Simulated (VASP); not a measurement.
# Ga (Im-3m) in VASP: further runs

Ga is run at these levels: LDA; tasks: single point.

All numbers are computed with VASP 6.6.1; they aren't measurements. Logs are shortened: lines on timing, memory, paths and dates and some standing lists are left out, and cuts for length are marked.

## (1) The cell of the first run

Symmetry: Im-3m, No. 229, cubic system. Conventional cell: a = 2.979 Å, b = 2.979 Å, c = 2.979 Å, α = 90.00°, β = 90.00°, γ = 90.00°. Within 3.4 Å of Ga (site symmetry m-3m) lie 14 Ga at 2.58 to 2.98 Å.

## (2) Single point, LDA (volume scaled by 0.76)

INCAR reads:

```
SYSTEM = Ga
PREC     = Accurate       ! precision mode
ENCUT    = 520            ! plane-wave cutoff, eV
EDIFF    = 1E-6           ! SCF threshold, eV
ISMEAR   = -1             ! smearing method
SIGMA    = 0.05           ! smearing width, eV
LREAL    = .FALSE.        ! projectors in reciprocal space
LASPH    = .TRUE.         ! aspherical terms in the spheres
NELM     = 100            ! most SCF steps
ALGO     = Normal         ! electronic algorithm
ISIF     = 2              ! what is computed and relaxed
LWAVE    = .FALSE.        ! write WAVECAR
LCHARG   = .FALSE.        ! write CHGCAR
NBANDS   = 12             ! bands
```

KPOINTS reads:

```
regular mesh
0
G
  16 16 16
  0 0 0
```

POSCAR reads:

```
Ga
1.0
   -1.4894234511      1.4894234511      1.4894234511
    1.4894234511     -1.4894234511      1.4894234511
    1.4894234511      1.4894234511     -1.4894234511
Ga
1
Direct
    0.0000000000      0.0000000000      0.0000000000
```

Potentials or basis: VASP PAW LDA potentials, release 64 (Ga_d).

The run is started by

```
$ cat potpaw_LDA.64/Ga_d/POTCAR > POTCAR
$ mpirun -np 1 vasp_std > vasp.out
```

OUTCAR:

```text
SYSTEM = Ga
   PREC = Accurate
   ENCUT = 520
   EDIFF = 1E-6
   ISMEAR = -1
   LREAL = .FALSE.
   LASPH = .TRUE.
   NELM = 100
   ISIF = 2

 ion  position               nearest neighbor table
   1  0.000  0.000  0.000-

  LATTYP: Found a body centered cubic cell.
 ALAT       =     2.9788469022

  Lattice vectors:

 A1 = (  -1.4894234511,   1.4894234511,   1.4894234511)
 A2 = (   1.4894234511,  -1.4894234511,   1.4894234511)
 A3 = (   1.4894234511,   1.4894234511,  -1.4894234511)

Analysis of symmetry for initial positions (statically):
=====================================================================
 Subroutine PRICEL returns:
 Original cell was already a primitive cell.

 Routine SETGRP: Setting up the symmetry group for a
 body centered cubic supercell.

 Subroutine GETGRP returns: Found 48 space group operations
 (whereof 48 operations were pure point group operations)
 out of a pool of 48 trial point group operations.

The static configuration has the point symmetry O_h .

Analysis of symmetry for dynamics (positions and initial velocities):
=====================================================================
 Subroutine PRICEL returns:
 Original cell was already a primitive cell.

 Routine SETGRP: Setting up the symmetry group for a
 body centered cubic supercell.

 Subroutine GETGRP returns: Found 48 space group operations
 (whereof 48 operations were pure point group operations)
 out of a pool of 48 trial point group operations.

The dynamic configuration has the point symmetry O_h .

 Subroutine INISYM returns: Found 48 space group operations
 (whereof 48 operations are pure point group operations),
 and found     1 'primitive' translations

----------------------------------------------------------------------------------------

                                     Primitive cell

  volume of cell :      13.2164

  direct lattice vectors                    reciprocal lattice vectors
    -1.489423451  1.489423451  1.489423451     0.000000000  0.335700368  0.335700368
     1.489423451 -1.489423451  1.489423451     0.335700368  0.000000000  0.335700368
     1.489423451  1.489423451 -1.489423451     0.335700368  0.335700368  0.000000000

  length of vectors
     2.579757091  2.579757091  2.579757091     0.474752013  0.474752013  0.474752013

  position of ions in fractional coordinates (direct lattice)
     0.000000000  0.000000000  0.000000000

  ion indices of the primitive-cell ions
   primitive index   ion index
                 1           1

----------------------------------------------------------------------------------------

 KPOINTS: regular mesh

Automatic generation of k-mesh.
 Grid dimensions read from file:
 generate k-points for:   16   16   16

 Generating k-lattice:

  Cartesian coordinates                     Fractional coordinates (reciprocal lattice)
     0.000000000  0.020981273  0.020981273     0.062500000  0.000000000  0.000000000
     0.020981273  0.000000000  0.020981273     0.000000000  0.062500000  0.000000000
     0.020981273  0.020981273  0.000000000     0.000000000  0.000000000  0.062500000

  Length of vectors
     0.029672001  0.029672001  0.029672001

  Shift w.r.t. Gamma in fractional coordinates (k-lattice)
     0.000000000  0.000000000  0.000000000

 Subroutine IBZKPT returns following result:
 ===========================================

 Found    145 irreducible k-points:

 Following reciprocal coordinates:
            Coordinates               Weight
  0.000000  0.000000  0.000000      1.000000
  0.062500  0.000000  0.000000     12.000000
  0.125000  0.000000  0.000000     12.000000
  0.187500  0.000000  0.000000     12.000000
  0.250000  0.000000  0.000000     12.000000
  0.312500  0.000000  0.000000     12.000000
[... 16 lines left out ...]
  0.187500  0.187500  0.000000     24.000000
  0.250000  0.187500  0.000000     48.000000
 [... further k-points ...]
   k-points           NKPTS =    145   k-points in BZ     NKDIM =    145   number of bands    NBANDS=     12
   number of dos      NEDOS =    301   number of ions     NIONS =      1
   total plane-waves  NPLWV =   8000
   dimension x,y,z NGX =    20 NGY =   20 NGZ =   20
   dimension x,y,z NGXF=    40 NGYF=   40 NGZF=   40
   ions per type =               1
   NGX,Y,Z   is equivalent  to a cutoff of  12.89, 12.89, 12.89 a.u.
   NGXF,Y,Z  is equivalent  to a cutoff of  25.78, 25.78, 25.78 a.u.
 SYSTEM =  Ga
   PREC   = accura    normal or accurate (medium, high low for compatibility)
   ISTART =      0    job   : 0-new  1-cont  2-samecut
   ICHARG =      2    charge: 1-file 2-atom 10-const
   ISPIN  =      1    spin polarized calculation?
   LNONCOLLINEAR =      F non collinear calculations
   LSORBIT =      F    spin-orbit coupling
   LASPH  =      T    aspherical Exc in radial PAW
   ENCUT  =  520.0 eV  38.22 Ry    6.18 a.u.   4.80  4.80  4.80*2*pi/ulx,y,z
   NELM   =    100;   NELMIN=  2; NELMDL= -5     # of ELM steps
   EDIFF  = 0.1E-05   stopping-criterion for ELM
   LREAL  =      F    real-space projection
   EDIFFG = 0.1E-04   stopping-criterion for IOM
   NSW    =      0    number of steps for IOM
   IBRION =     -1    ionic relax: 0-MD 1-quasi-New 2-CG
   NFREE  =      0    steps in history (QN), initial steepest desc. (CG)
   ISIF   =      2    stress and relaxation
   ISYM   =      2    0-nonsym 1-usesym 2-fastsym
   POTIM  = 0.5000    time-step for ionic-motion
   TEBEG  =    0.0;   TEEND  =   0.0 temperature during run
   PSTRESS=    0.0 pullay stress
   NELECT =      13.0000    total number of electrons
   NUPDOWN=      -1.0000    fix difference up-down
   EMIN   =  10.00;   EMAX   =-10.00  energy-range for DOS
   EFERMI =   0.00;   METHOD = LEGACY
   ISMEAR =    -1;   SIGMA  =   0.05  broadening in eV -4-tet -1-fermi 0-gaus
   EFERMI_NEDOS =   21; number of points for ismear=-14 and -15
   IALGO  =     38    algorithm
   IMIX   =      4    mixing-type and parameters
     AMIX     =   0.40;   BMIX     =  1.00
     AMIX_MAG =   1.60;   BMIX_MAG =  1.00
  volume/ion in A,a.u.               =      13.22        89.19
  Fermi-wavevector in a.u.,A,eV,Ry     =   1.628113  3.076687 36.065651  2.650751
  Thomas-Fermi vector in A             =   2.720797
   LORBIT       =      0    0 simple, 1 ext, 2 COOP (PROOUT), +10 PAW based schemes
   GGA     = CA    functional components
   LHFCALC =     F    Hartree Fock is set to
   AEXX    =    0.0000 exact exchange contribution
   IVDW    =     0    specifies the selected vdW correction
   LEPSILON=     F    determine dielectric tensor
   LRPA    =     F    only Hartree local field effects (RPA)
 non-spin polarized calculation
  energy-cutoff  :      520.00
  volume of cell :       13.22
 maximum number of plane-waves:       370
   NGX =  9   NGY =  9   NGZ =  9

 number of electron      12.9999990 magnetization

 Free energy of the ion-electron system (eV)
  ---------------------------------------------------
  ext. energy  EPLUGINS =         0.00000000
  ---------------------------------------------------
  free energy    TOTEN  =        -3.19169703 eV

  energy without entropy =       -3.18872986  energy(sigma->0) =       -3.19021344

 E-fermi :   9.3543     XC(G=0): -13.2763

 val. band max:        9.2704334108   @ k =   0.2500   0.2500   0.1250
 cond. band min:       9.3844237961   @ k =   0.3125   0.0625   0.0625
 fundamental gap:      0.1139903853
 Fermi energy:         9.3543242099

 k-point     1 :       0.0000    0.0000    0.0000
  band No.  band energies     occupation
      1      -6.3395      2.00000
      2      -6.3395      2.00000
      3      -6.3395      2.00000
      4      -5.9172      2.00000
      5      -5.9172      2.00000
      6      -4.9632      2.00000
      7      26.7308      0.00000
      8      26.7308      0.00000
      9      26.7308      0.00000
     10      29.5006      0.00000
     11      29.5006      0.00000
     12      29.5006      0.00000

 k-point     2 :       0.0625    0.0000    0.0000
  band No.  band energies     occupation
      1      -6.3478      2.00000
      2      -6.3362      2.00000
      3      -6.3148      2.00000
      4      -5.9257      2.00000
      5      -5.9170      2.00000
      6      -4.8254      2.00000
      7      25.0116      0.00000
      8      25.7750      0.00000
      9      26.2795      0.00000
     10      28.1255      0.00000
     11      28.2857      0.00000
     12      29.1576      0.00000

 k-point     3 :       0.1250    0.0000    0.0000
  band No.  band energies     occupation
      1      -6.3714      2.00000
      2      -6.3357      2.00000
      3      -6.2438      2.00000
      4      -5.9480      2.00000
      5      -5.9161      2.00000
      6      -4.4042      2.00000
      7      21.6854      0.00000
      8      24.1291      0.00000
      9      25.1245      0.00000
     10      26.8731      0.00000
     11      27.2119      0.00000
     12      29.2484      0.00000

 k-point     4 :       0.1875    0.0000    0.0000
  band No.  band energies     occupation
      1      -6.4067      2.00000
      2      -6.3560      2.00000
      3      -6.1358      2.00000
      4      -5.9709      2.00000
      5      -5.9145      2.00000
      6      -3.6911      2.00000
      7      18.2738      0.00000
      8      22.5344      0.00000
      9      23.8172      0.00000
     10      25.6762      0.00000
     11      26.4514      0.00000
     12      29.8779      0.00000

 k-point     5 :       0.2500    0.0000    0.0000
  band No.  band energies     occupation
      1      -6.4481      2.00000
      2      -6.4060      2.00000
      3      -6.0054      2.00000
      4      -5.9786      2.00000
      5      -5.9122      2.00000
      6      -2.6872      2.00000
      7      15.0131      0.00000
      8      21.1443      0.00000
      9      22.6400      0.00000
     10      24.7079      0.00000
     11      25.8214      0.00000
     12      30.8739      0.00000
[... 228 lines left out ...]
      1      -6.5518      2.00000
      2      -6.4894      2.00000
      3      -5.9551      2.00000
      4      -5.9369      2.00000
      5      -5.7397      2.00000
      6       2.4260      2.00000
      7       6.9380      2.00000
      8      15.2884      0.00000
      9      19.2031      0.00000
     10      25.1865      0.00000
     11      28.7913      0.00000
     12      32.8684      0.00000

 k-point    22 :       0.4375    0.1250    0.0000
  band No.  band energies     occupation
      1      -6.5636      2.00000
      2      -6.4998      2.00000
      3      -5.9428      2.00000
      4      -5.9428      2.00000
      5      -5.7167      2.00000
      6       4.1680      2.00000
      7       4.9444      2.00000
      8      15.1423      0.00000
      9      19.0627      0.00000
     10      25.0883      0.00000
     11      28.7331      0.00000
     12      34.3152      0.00000

 k-point    23 :       0.1875    0.1875    0.0000
  band No.  band energies     occupation
      1      -6.4750      2.00000
      2      -6.3617      2.00000
      3      -6.0115      2.00000
      4      -5.9968      2.00000
      5      -5.8826      2.00000
      6      -1.0938      2.00000
      7      14.0271      0.00000
      8      14.5647      0.00000
      9      20.2643      0.00000
     10      27.3056      0.00000
     11      27.8569      0.00000
     12      32.6151      0.00000

 k-point    24 :       0.2500    0.1875    0.0000
  band No.  band energies     occupation
      1      -6.5038      2.00000
      2      -6.3757      2.00000
      3      -6.0019      2.00000
      4      -5.9820      2.00000
      5      -5.8422      2.00000
      6       0.3345      2.00000
      7      11.3521      0.00000
      8      13.4982      0.00000
      9      19.5025      0.00000
     10      26.9573      0.00000
     11      28.8179      0.00000
     12      32.9779      0.00000

 [... further k-points ...]
[... 5 lines left out ...]
  --------------------------------------------------------------------------------------
  -------------------------------------------------------------------------------------
  Total        2.8223843      2.8223843      2.8223843      0.0000000      0.0000000     -0.0000000
  in kB      342.1465526    342.1465526    342.1465526      0.0000000      0.0000000     -0.0000000
  external PRESSURE =     342.1465526 kB  Pullay stress =       0.0000000 kB

 VOLUME and BASIS-vectors are now :
 -----------------------------------------------------------------------------
  energy-cutoff  :      520.00
  volume of cell :       13.22
      direct lattice vectors                 reciprocal lattice vectors
    -1.489423451  1.489423451  1.489423451     0.000000000  0.335700368  0.335700368
     1.489423451 -1.489423451  1.489423451     0.335700368  0.000000000  0.335700368
     1.489423451  1.489423451 -1.489423451     0.335700368  0.335700368  0.000000000

 POSITION                                       TOTAL-FORCE (eV/Angst)
 -----------------------------------------------------------------------------------
      0.00000      0.00000      0.00000         0.000000     -0.000000     -0.000000
 -----------------------------------------------------------------------------------
    total drift:                                0.000000     -0.000000      0.000000

  FREE ENERGIE OF THE ION-ELECTRON SYSTEM (eV)
  ---------------------------------------------------
  free  energy   TOTEN  =        -3.1916970261 eV

  energy  without entropy=       -3.1887298560  energy(sigma->0) =       -3.19021344
```

It took 6.4 s on 1 thread of Intel Xeon 6975P-C (Granite Rapids), shared host; peak memory 0.13 GiB.

Results:

- Free energy: -3.1917 eV
- Pressure: 34.2 GPa

(Continued in part 2 of 2.)
